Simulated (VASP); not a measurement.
# LiH (Immm) in VASP: single point with PBEsol

Aim: the single point of LiH with PBEsol.

Program: VASP 6.6.1. These are calculated values, not measurements. Logs are shortened: lines on timing, memory, paths and dates and some standing lists are left out, and cuts for length are marked.

### 1 The cell of the first run

It takes space group Immm (No. 71, orthorhombic). The conventional cell has a = 2.800 Å, b = 2.828 Å, c = 3.980 Å, α = 90.00°, β = 90.00°, γ = 90.00°. Within 2.6 Å of Li (site symmetry mmm) lie 6 H at 1.99 Å. Within 2.6 Å of H (site symmetry mmm) lie 6 Li at 1.99 Å.

### 2 Single point, PBEsol

INCAR reads:

```
SYSTEM = LiH
PREC = Accurate ; ENCUT = 520
EDIFF = 1E-7 ; ISMEAR = 0
SIGMA = 0.05 ; LREAL = .False.
LASPH = .True. ; NELM = 100
ALGO = Normal ; ISIF = 2
LWAVE = .False. ; LCHARG = .False.
GGA = PS ; NBANDS = 9
```

KPOINTS reads:

```
Automatic mesh
0
Gamma
  14 14 14
  0 0 0
```

POSCAR reads:

```
LiH
1.0
   -0.0099498194      1.9899638738      1.9899638738
    1.9800140544      0.0000000000      1.9800140544
    1.9899638738      1.9899638738     -0.0099498194
Li H
1 1
Direct
    0.0000000000      0.0000000000      0.0000000000
    0.5000000000      0.5000000000      0.5000000000
```

Potentials or basis: VASP PAW PBE potentials, release 64 (Li_sv, H).

Launch:

```console
$ cat potpaw_PBE.64/Li_sv/POTCAR potpaw_PBE.64/H/POTCAR > POTCAR
$ mpirun -np 1 vasp_std > vasp.out
```

OUTCAR:

```text
SYSTEM = LiH
   PREC = Accurate
   ENCUT = 520
   EDIFF = 1E-7
   ISMEAR = 0
   LREAL = .False.
   LASPH = .True.
   NELM = 100
   ISIF = 2
   GGA = PS

 ion  position               nearest neighbor table
   1  0.000  0.000  0.000-
   2  0.500  0.500  0.500-

  LATTYP: Found a body centered orthorhombic cell.
 ALAT       =     2.8001627294
 B/A-ratio  =     1.0100502513
 C/A-ratio  =     1.4213201632

  Lattice vectors:

 A1 = (   1.9899638738,  -1.9899638738,  -0.0099498194)
 A2 = (  -1.9899638738,  -1.9899638738,   0.0099498194)
 A3 = (   0.0099498194,   1.9899638738,  -1.9899638738)

Analysis of symmetry for initial positions (statically):
=====================================================================
 Subroutine PRICEL returns:
 Original cell was already a primitive cell.

 Routine SETGRP: Setting up the symmetry group for a
 body centered orthorhombic supercell.

 Subroutine GETGRP returns: Found  8 space group operations
 (whereof  8 operations were pure point group operations)
 out of a pool of  8 trial point group operations.

The static configuration has the point symmetry D_2h.

Analysis of symmetry for dynamics (positions and initial velocities):
=====================================================================
 Subroutine PRICEL returns:
 Original cell was already a primitive cell.

 Routine SETGRP: Setting up the symmetry group for a
 body centered orthorhombic supercell.

 Subroutine GETGRP returns: Found  8 space group operations
 (whereof  8 operations were pure point group operations)
 out of a pool of  8 trial point group operations.

The dynamic configuration has the point symmetry D_2h.

 Subroutine INISYM returns: Found  8 space group operations
 (whereof  8 operations are pure point group operations),
 and found     1 'primitive' translations

----------------------------------------------------------------------------------------

                                     Primitive cell

  volume of cell :      15.7599

  direct lattice vectors                    reciprocal lattice vectors
    -0.009949819  1.989963874  1.989963874    -0.250010789  0.251260843  0.250010789
     1.980014054  0.000000000  1.980014054     0.252523460 -0.251260843  0.252523460
     1.989963874  1.989963874 -0.009949819     0.250010789  0.251260843 -0.250010789

  length of vectors
     2.814251488  2.800162729  2.814251488     0.433754309  0.436655707  0.433754309

  position of ions in fractional coordinates (direct lattice)
     0.000000000  0.000000000  0.000000000
     0.500000000  0.500000000  0.500000000

  ion indices of the primitive-cell ions
   primitive index   ion index
                 1           1
                 2           2

----------------------------------------------------------------------------------------

 KPOINTS: Automatic mesh

Automatic generation of k-mesh.
 Grid dimensions read from file:
 generate k-points for:   14   14   14

 Generating k-lattice:

  Cartesian coordinates                     Fractional coordinates (reciprocal lattice)
    -0.017857913  0.017947203  0.017857913     0.071428571  0.000000000 -0.000000000
     0.018037390 -0.017947203  0.018037390    -0.000000000  0.071428571 -0.000000000
     0.017857913  0.017947203 -0.017857913    -0.000000000  0.000000000  0.071428571

  Length of vectors
     0.030982451  0.031189693  0.030982451

  Shift w.r.t. Gamma in fractional coordinates (k-lattice)
     0.000000000  0.000000000  0.000000000

 Subroutine IBZKPT returns following result:
 ===========================================

 Found    428 irreducible k-points:

 Following reciprocal coordinates:
            Coordinates               Weight
  0.000000  0.000000  0.000000      1.000000
  0.071429  0.000000 -0.000000      4.000000
  0.142857  0.000000 -0.000000      4.000000
  0.214286  0.000000 -0.000000      4.000000
  0.285714  0.000000  0.000000      4.000000
  0.357143  0.000000  0.000000      4.000000
[... 16 lines left out ...]
  0.000000  0.142857  0.000000      4.000000
  0.071429  0.142857 -0.000000      8.000000
 [... further k-points ...]
   k-points           NKPTS =    428   k-points in BZ     NKDIM =    428   number of bands    NBANDS=      9
   number of dos      NEDOS =    301   number of ions     NIONS =      2
   total plane-waves  NPLWV =  13824
   dimension x,y,z NGX =    24 NGY =   24 NGZ =   24
   dimension x,y,z NGXF=    48 NGYF=   48 NGZF=   48
   ions per type =               1   1
   NGX,Y,Z   is equivalent  to a cutoff of  14.18, 14.25, 14.18 a.u.
   NGXF,Y,Z  is equivalent  to a cutoff of  28.35, 28.50, 28.35 a.u.
 SYSTEM =  LiH
   PREC   = accura    normal or accurate (medium, high low for compatibility)
   ISTART =      0    job   : 0-new  1-cont  2-samecut
   ICHARG =      2    charge: 1-file 2-atom 10-const
   ISPIN  =      1    spin polarized calculation?
   LNONCOLLINEAR =      F non collinear calculations
   LSORBIT =      F    spin-orbit coupling
   LASPH  =      T    aspherical Exc in radial PAW
   ENCUT  =  520.0 eV  38.22 Ry    6.18 a.u.   5.23  5.21  5.23*2*pi/ulx,y,z
   NELM   =    100;   NELMIN=  2; NELMDL= -5     # of ELM steps
   EDIFF  = 0.1E-06   stopping-criterion for ELM
   LREAL  =      F    real-space projection
   EDIFFG = 0.1E-05   stopping-criterion for IOM
   NSW    =      0    number of steps for IOM
   IBRION =     -1    ionic relax: 0-MD 1-quasi-New 2-CG
   NFREE  =      0    steps in history (QN), initial steepest desc. (CG)
   ISIF   =      2    stress and relaxation
   ISYM   =      2    0-nonsym 1-usesym 2-fastsym
   POTIM  = 0.5000    time-step for ionic-motion
   TEBEG  =    0.0;   TEEND  =   0.0 temperature during run
   PSTRESS=    0.0 pullay stress
   NELECT =       4.0000    total number of electrons
   NUPDOWN=      -1.0000    fix difference up-down
   EMIN   =  10.00;   EMAX   =-10.00  energy-range for DOS
   EFERMI =   0.00;   METHOD = LEGACY
   ISMEAR =     0;   SIGMA  =   0.05  broadening in eV -4-tet -1-fermi 0-gaus
   EFERMI_NEDOS =   21; number of points for ismear=-14 and -15
   IALGO  =     38    algorithm
   IMIX   =      4    mixing-type and parameters
     AMIX     =   0.40;   BMIX     =  1.00
     AMIX_MAG =   1.60;   BMIX_MAG =  1.00
  volume/ion in A,a.u.               =       7.88        53.18
  Fermi-wavevector in a.u.,A,eV,Ry     =   1.036517  1.958734 14.617668  1.074368
  Thomas-Fermi vector in A             =   2.170912
   LORBIT       =      0    0 simple, 1 ext, 2 COOP (PROOUT), +10 PAW based schemes
   GGA     = PS    functional components
   LHFCALC =     F    Hartree Fock is set to
   AEXX    =    0.0000 exact exchange contribution
   IVDW    =     0    specifies the selected vdW correction
   LEPSILON=     F    determine dielectric tensor
   LRPA    =     F    only Hartree local field effects (RPA)
 non-spin polarized calculation
 Gauss-broadening in eV      SIGMA  =   0.05
  energy-cutoff  :      520.00
  volume of cell :       15.76
 maximum number of plane-waves:       444
 NGX is ok and might be reduce to    24
   NGX = 11   NGY = 11   NGZ = 11

 number of electron       3.9999997 magnetization

 Free energy of the ion-electron system (eV)
  ---------------------------------------------------
  ext. energy  EPLUGINS =         0.00000000
  ---------------------------------------------------
  free energy    TOTEN  =        -6.12020186 eV

  energy without entropy =       -6.12020186  energy(sigma->0) =       -6.12020186

 E-fermi :   0.6073     XC(G=0):  -8.6806

 val. band max:        0.2597895236   @ k =   0.5000   0.5000   0.0000
 cond. band min:       2.9876945560   @ k =   0.5000   0.0000   0.5000
 fundamental gap:      2.7279050324
 Fermi energy:         0.6073490922

 k-point     1 :       0.0000    0.0000    0.0000
  band No.  band energies     occupation
      1     -43.4260      2.00000
      2      -5.3663      2.00000
      3      16.6400      0.00000
      4      18.0562      0.00000
      5      18.1978      0.00000
      6      18.3508      0.00000
      7      22.6779      0.00000
      8      22.8634      0.00000
      9      23.0436      0.00000

 k-point     2 :       0.0714    0.0000   -0.0000
  band No.  band energies     occupation
      1     -43.4235      2.00000
      2      -5.2757      2.00000
      3      15.7277      0.00000
      4      17.5856      0.00000
      5      17.9292      0.00000
      6      18.1232      0.00000
      7      22.2829      0.00000
      8      23.2637      0.00000
      9      23.5103      0.00000

 k-point     3 :       0.1429    0.0000   -0.0000
  band No.  band energies     occupation
      1     -43.4162      2.00000
      2      -5.0069      2.00000
      3      13.5094      0.00000
      4      16.7324      0.00000
      5      17.4788      0.00000
      6      17.6530      0.00000
      7      22.5744      0.00000
      8      24.1908      0.00000
      9      24.3825      0.00000

 k-point     4 :       0.2143    0.0000   -0.0000
  band No.  band energies     occupation
      1     -43.4055      2.00000
      2      -4.5714      2.00000
      3      11.0293      0.00000
      4      15.8821      0.00000
      5      17.0599      0.00000
      6      17.2138      0.00000
      7      23.2678      0.00000
      8      23.3346      0.00000
      9      23.4031      0.00000
[... 205 lines left out ...]
 k-point    22 :      -0.0714    0.0714    0.0000
  band No.  band energies     occupation
      1     -43.4192      2.00000
      2      -5.1226      2.00000
      3      14.8617      0.00000
      4      16.0315      0.00000
      5      17.6634      0.00000
      6      18.4650      0.00000
      7      21.9673      0.00000
      8      23.2439      0.00000
      9      25.1303      0.00000

 k-point    23 :       0.0000    0.1429    0.0000
  band No.  band energies     occupation
      1     -43.4158      2.00000
      2      -4.9999      2.00000
      3      13.7064      0.00000
      4      16.6982      0.00000
      5      17.3563      0.00000
      6      17.5317      0.00000
      7      22.5055      0.00000
      8      24.1221      0.00000
      9      24.3155      0.00000

 k-point    24 :       0.0714    0.1429   -0.0000
  band No.  band energies     occupation
      1     -43.4167      2.00000
      2      -5.0273      2.00000
      3      14.4275      0.00000
      4      16.2491      0.00000
      5      16.4421      0.00000
      6      18.7531      0.00000
      7      20.6996      0.00000
      8      24.5416      0.00000
      9      25.2763      0.00000

 [... further k-points ...]

------------------------ aborting loop because EDIFF is reached ----------------------------------------

  FORCE on cell =-STRESS in cart. coord.  units (eV):
  Direction    XX          YY          ZZ          XY          YZ          ZX
  --------------------------------------------------------------------------------------
  -------------------------------------------------------------------------------------
  Total       -0.0170343     -0.0177478     -0.0170343      0.0000000      0.0000000      0.0474367
  in kB       -1.7317349     -1.8042678     -1.7317349      0.0000000      0.0000000      4.8224772
  external PRESSURE =      -1.7559125 kB  Pullay stress =       0.0000000 kB

 VOLUME and BASIS-vectors are now :
 -----------------------------------------------------------------------------
  energy-cutoff  :      520.00
  volume of cell :       15.76
      direct lattice vectors                 reciprocal lattice vectors
    -0.009949819  1.989963874  1.989963874    -0.250010789  0.251260843  0.250010789
     1.980014054  0.000000000  1.980014054     0.252523460 -0.251260843  0.252523460
     1.989963874  1.989963874 -0.009949819     0.250010789  0.251260843 -0.250010789

 POSITION                                       TOTAL-FORCE (eV/Angst)
 -----------------------------------------------------------------------------------
      0.00000      0.00000      0.00000         0.000000      0.000000     -0.000000
      1.98001      1.98996      1.98001        -0.000000     -0.000000      0.000000
 -----------------------------------------------------------------------------------
    total drift:                                0.000000     -0.000000     -0.000000

  FREE ENERGIE OF THE ION-ELECTRON SYSTEM (eV)
  ---------------------------------------------------
  free  energy   TOTEN  =        -6.1202018613 eV

  energy  without entropy=       -6.1202018613  energy(sigma->0) =       -6.12020186
```

Wall time 20 s (1 thread of Intel Xeon 6975P-C (Granite Rapids), shared host); peak memory 0.17 GiB.

Results:

```yaml
Free_energy: -6.1202 eV
Band_gap_on_the_k_mesh: 2.73 eV, indirect (the least direct gap lies 0.5 meV higher)
```

Levels at points of the mesh, in eV from the valence-band top:
| k point | band 1 | band 2 | band 3 | band 4 | band 5 |
| --- | --- | --- | --- | --- | --- |
| (0.00, 0.00, 0.00) | -43.69 | -5.63 | 16.38 | 17.80 | 17.94 |
| (0.50, 0.00, 0.00) | -43.63 | -2.80 | 4.72 | 13.82 | 16.52 |
| (0.00, 0.50, 0.00) | -43.63 | -2.73 | 4.79 | 13.68 | 16.38 |
| (0.50, 0.50, 0.00) | -43.62 | 0.00 | 2.73 | 10.72 | 10.72 |
| (0.50, 0.00, 0.50) | -43.62 | 0.00 | 2.73 | 10.56 | 10.89 |

Caveat: the cutoff is under 1.25 times the usual one of these potentials, so pressure, stress and relaxed cells hold a basis-set (Pulay) error; the PAW data sets were made with another functional, which shifts forces and pressure a little.
